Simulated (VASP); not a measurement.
# Si7Ge (P-43m) in VASP: a series of runs, part 2 of 2

VASP 6.6.1. Earlier steps stand in the parts before.

## (3) Single point, LDA

The input, INCAR:

```
SYSTEM = Si7Ge
PREC = Accurate
ENCUT = 520
EDIFF = 1E-7
ISMEAR = 0
SIGMA = 0.01
LREAL = .FALSE.
LASPH = .TRUE.
NELM = 60
ALGO = Normal
ISIF = 2
LWAVE = .FALSE.
LCHARG = .FALSE.
GGA = CA
NBANDS = 31
```

The input, KPOINTS:

```
regular mesh
0
G
  8 8 8
  0 0 0
```

The input, POSCAR:

```
Si7Ge
1.0
    5.4249226322      0.0000000000      0.0000000000
    0.0000000000      5.4249226322      0.0000000000
    0.0000000000      0.0000000000      5.4249226322
Si Ge
7 1
Direct
    0.2524110154      0.2524110154      0.2524110154
    0.0000000000      0.5000000000      0.5000000000
    0.5000000000      0.5000000000      0.0000000000
    0.5000000000      0.0000000000      0.5000000000
    0.7475889846      0.2524110154      0.7475889846
    0.7475889846      0.7475889846      0.2524110154
    0.2524110154      0.7475889846      0.7475889846
    0.0000000000      0.0000000000      0.0000000000
```

Potentials or basis: VASP PAW LDA potentials, release 64 (Si, Ge_d).

Launch:

```sh
$ cat potpaw_LDA.64/Si/POTCAR potpaw_LDA.64/Ge_d/POTCAR > POTCAR
$ mpirun -np 1 vasp_std > vasp.out
```

OUTCAR:

```text
SYSTEM = Si7Ge
   PREC = Accurate
   ENCUT = 520
   EDIFF = 1E-7
   ISMEAR = 0
   LREAL = .FALSE.
   LASPH = .TRUE.
   NELM = 60
   ISIF = 2
   GGA = CA

 ion  position               nearest neighbor table
   1  0.252  0.252  0.252-   2 2.34   3 2.34   4 2.34   8 2.37
   2  0.000  0.500  0.500-   1 2.34   5 2.34   6 2.34   7 2.34
   3  0.500  0.500  0.000-   1 2.34   5 2.34   6 2.34   7 2.34
   4  0.500  0.000  0.500-   1 2.34   5 2.34   6 2.34   7 2.34
   5  0.748  0.252  0.748-   2 2.34   3 2.34   4 2.34   8 2.37
   6  0.748  0.748  0.252-   2 2.34   3 2.34   4 2.34   8 2.37
   7  0.252  0.748  0.748-   2 2.34   3 2.34   4 2.34   8 2.37
   8  0.000  0.000  0.000-   1 2.37   5 2.37   6 2.37   7 2.37

  LATTYP: Found a simple cubic cell.
 ALAT       =     5.4249226322

  Lattice vectors:

 A1 = (   5.4249226322,   0.0000000000,   0.0000000000)
 A2 = (   0.0000000000,   5.4249226322,   0.0000000000)
 A3 = (   0.0000000000,   0.0000000000,   5.4249226322)

Analysis of symmetry for initial positions (statically):
=====================================================================
 Subroutine PRICEL returns:
 Original cell was already a primitive cell.

 Routine SETGRP: Setting up the symmetry group for a
 simple cubic supercell.

 Subroutine GETGRP returns: Found 24 space group operations
 (whereof 24 operations were pure point group operations)
 out of a pool of 48 trial point group operations.

The static configuration has the point symmetry T_d .

Analysis of symmetry for dynamics (positions and initial velocities):
=====================================================================
 Subroutine PRICEL returns:
 Original cell was already a primitive cell.

 Routine SETGRP: Setting up the symmetry group for a
 simple cubic supercell.

 Subroutine GETGRP returns: Found 24 space group operations
 (whereof 24 operations were pure point group operations)
 out of a pool of 48 trial point group operations.
[... 131 lines left out ...]
   IMIX   =      4    mixing-type and parameters
     AMIX     =   0.40;   BMIX     =  1.00
     AMIX_MAG =   1.60;   BMIX_MAG =  1.00
  volume/ion in A,a.u.               =      19.96       134.68
  Fermi-wavevector in a.u.,A,eV,Ry     =   1.048973  1.982272 14.971099  1.100345
  Thomas-Fermi vector in A             =   2.183917
   LORBIT       =      0    0 simple, 1 ext, 2 COOP (PROOUT), +10 PAW based schemes
   GGA     = CA    functional components
   LHFCALC =     F    Hartree Fock is set to
   AEXX    =    0.0000 exact exchange contribution
   IVDW    =     0    specifies the selected vdW correction
   LEPSILON=     F    determine dielectric tensor
   LRPA    =     F    only Hartree local field effects (RPA)
 non-spin polarized calculation
 Gauss-broadening in eV      SIGMA  =   0.01
  energy-cutoff  :      520.00
  volume of cell :      159.65
 maximum number of plane-waves:      4337
   NGX = 21   NGY = 21   NGZ = 21

 number of electron      41.9999973 magnetization

 Free energy of the ion-electron system (eV)
  ---------------------------------------------------
  ext. energy  EPLUGINS =         0.00000000
  ---------------------------------------------------
  free energy    TOTEN  =       -46.88912133 eV

  energy without entropy =      -46.88912133  energy(sigma->0) =      -46.88912133

 E-fermi :   5.9262     XC(G=0):  -9.7783

 val. band max:        5.8097890157   @ k =   0.0000   0.0000   0.0000
 cond. band min:       6.0683786477   @ k =   0.0000   0.0000   0.0000
 fundamental gap:      0.2585896321
 Fermi energy:         5.9262041257

 k-point     1 :       0.0000    0.0000    0.0000
  band No.  band energies     occupation
      1     -18.4896      2.00000
      2     -18.4896      2.00000
      3     -18.4896      2.00000
      4     -18.4616      2.00000
      5     -18.4616      2.00000
      6      -6.3974      2.00000
[... 805 lines left out ...]
     30      10.5314      0.00000
     31      10.5924      0.00000

 [... further k-points ...]
[... 5 lines left out ...]
  --------------------------------------------------------------------------------------
  -------------------------------------------------------------------------------------
  Total        0.0584462      0.0584462      0.0584462      0.0000000      0.0000000      0.0000000
  in kB        0.5865242      0.5865242      0.5865242      0.0000000      0.0000000      0.0000000
  external PRESSURE =       0.5865242 kB  Pullay stress =       0.0000000 kB

 VOLUME and BASIS-vectors are now :
 -----------------------------------------------------------------------------
  energy-cutoff  :      520.00
  volume of cell :      159.65
      direct lattice vectors                 reciprocal lattice vectors
     5.424922632  0.000000000  0.000000000     0.184334426  0.000000000  0.000000000
     0.000000000  5.424922632  0.000000000     0.000000000  0.184334426  0.000000000
     0.000000000  0.000000000  5.424922632     0.000000000  0.000000000  0.184334426

 POSITION                                       TOTAL-FORCE (eV/Angst)
 -----------------------------------------------------------------------------------
      1.36931      1.36931      1.36931         0.002831      0.002831      0.002831
      0.00000      2.71246      2.71246         0.000000     -0.000000     -0.000000
      2.71246      2.71246      0.00000         0.000000     -0.000000     -0.000000
      2.71246      0.00000      2.71246         0.000000     -0.000000     -0.000000
      4.05561      1.36931      4.05561        -0.002831      0.002831     -0.002831
      4.05561      4.05561      1.36931        -0.002831     -0.002831      0.002831
      1.36931      4.05561      4.05561         0.002831     -0.002831     -0.002831
      0.00000      0.00000      0.00000         0.000000     -0.000000     -0.000000
 -----------------------------------------------------------------------------------
    total drift:                               -0.000000     -0.000000     -0.000000

  FREE ENERGIE OF THE ION-ELECTRON SYSTEM (eV)
  ---------------------------------------------------
  free  energy   TOTEN  =       -46.8891213344 eV

  energy  without entropy=      -46.8891213344  energy(sigma->0) =      -46.88912133
```

It took 89 s on 1 thread of Intel Xeon Platinum 8488C (Sapphire Rapids), shared host; peak memory 0.28 GiB.

Results:

- Free energy: -46.8891 eV
- Pressure: 0.1 GPa
- Largest force: 0.005 eV/Å
- Band gap on the k mesh: 0.26 eV

Forces in eV/Å, atoms in the order of the input:
```
Si   0.003  0.003  0.003
Si   0.000  0.000  0.000
Si   0.000  0.000  0.000
Si   0.000  0.000  0.000
Si  -0.003  0.003 -0.003
Si  -0.003 -0.003  0.003
Si   0.003 -0.003 -0.003
Ge   0.000  0.000  0.000
```

A k mesh can miss the band edges.

## (4) Relaxation of cell and atoms, LDA

The input, INCAR:

```
PREC = Accurate
ENCUT = 600
EDIFF = 1E-6
ISMEAR = 0
SIGMA = 0.01
LREAL = F
LASPH = T
NELM = 80
ALGO = Normal
ISIF = 3
LWAVE = F
LCHARG = F
GGA = CA
IBRION = 2
NSW = 80
EDIFFG = -0.001
```

The input, KPOINTS:

```
regular mesh
0
Gamma
  8 8 8
```

The input, POSCAR:

```
Si7Ge
1.0
    5.4247678457      0.0000000000      0.0000000000
    0.0000000000      5.4247678457      0.0000000000
    0.0000000000      0.0000000000      5.4247678457
Si Ge
7 1
Direct
    0.2524410887      0.2524410887      0.2524410887
    0.0000000000      0.5000000000      0.5000000000
    0.5000000000      0.5000000000      0.0000000000
    0.5000000000      0.0000000000      0.5000000000
    0.7475589113      0.2524410887      0.7475589113
    0.7475589113      0.7475589113      0.2524410887
    0.2524410887      0.7475589113      0.7475589113
    0.0000000000      0.0000000000      0.0000000000
```

Launch:

```sh
$ cat potpaw_LDA.64/Si/POTCAR potpaw_LDA.64/Ge_d/POTCAR > POTCAR
$ mpirun -np 1 vasp_std > vasp.out
```

Run time: 4.2 min. Hardware: 1 thread of Intel Xeon Platinum 8488C (Sapphire Rapids), shared host; peak memory 0.35 GiB.

It converged, with:

| Quantity | Value |
| --- | --- |
| Free energy | -46.8899 eV |
| Relaxed volume | 19.97 Å³/atom |
| Relaxed cell | a = 5.426 Å, b = 5.426 Å, c = 5.426 Å, α = 90.00°, β = 90.00°, γ = 90.00° |
| Space group after relaxing (to 0.1 Å) | P-43m (No. 215) |
| Energy gained by relaxing | 0.0 meV/atom |
| Ionic steps | 6 |
| Pressure after relaxing | 0.0 GPa |
| Band gap on the k mesh | 0.26 eV |

Final structure:
```cif
data_structure
_symmetry_space_group_name_H-M 'P 1'
_symmetry_Int_Tables_number 1
_cell_length_a 5.4265
_cell_length_b 5.4265
_cell_length_c 5.4265
_cell_angle_alpha 90.000
_cell_angle_beta 90.000
_cell_angle_gamma 90.000
_cell_volume 159.79
loop_
_atom_site_label
_atom_site_type_symbol
_atom_site_fract_x
_atom_site_fract_y
_atom_site_fract_z
_atom_site_occupancy
Si1 Si 0.25244 0.25244 0.25244 1
Si2 Si 0.00000 0.50000 0.50000 1
Si3 Si 0.50000 0.50000 0.00000 1
Si4 Si 0.50000 0.00000 0.50000 1
Si5 Si 0.74756 0.25244 0.74756 1
Si6 Si 0.74756 0.74756 0.25244 1
Si7 Si 0.25244 0.74756 0.74756 1
Ge1 Ge 0.00000 0.00000 0.00000 1
```

Levels at points of the mesh, in eV from the valence-band top:
```tsv
k point	band 17	band 18	band 19	band 20	band 21	band 22	band 23	band 24	band 25	band 26
(0.00, 0.00, 0.00)	-2.91	-2.91	0.00	0.00	0.00	0.26	0.65	0.65	0.65	0.71
(0.50, 0.00, 0.00)	-3.52	-1.99	-1.99	-1.88	-1.88	0.93	1.10	3.02	3.04	4.16
(0.50, 0.50, 0.00)	-3.83	-1.48	-1.36	-1.30	-1.30	2.26	2.26	2.35	2.52	4.70
(0.50, 0.50, 0.50)	-1.28	-1.28	-1.12	-1.12	-1.12	0.99	1.45	1.45	1.45	3.19
```
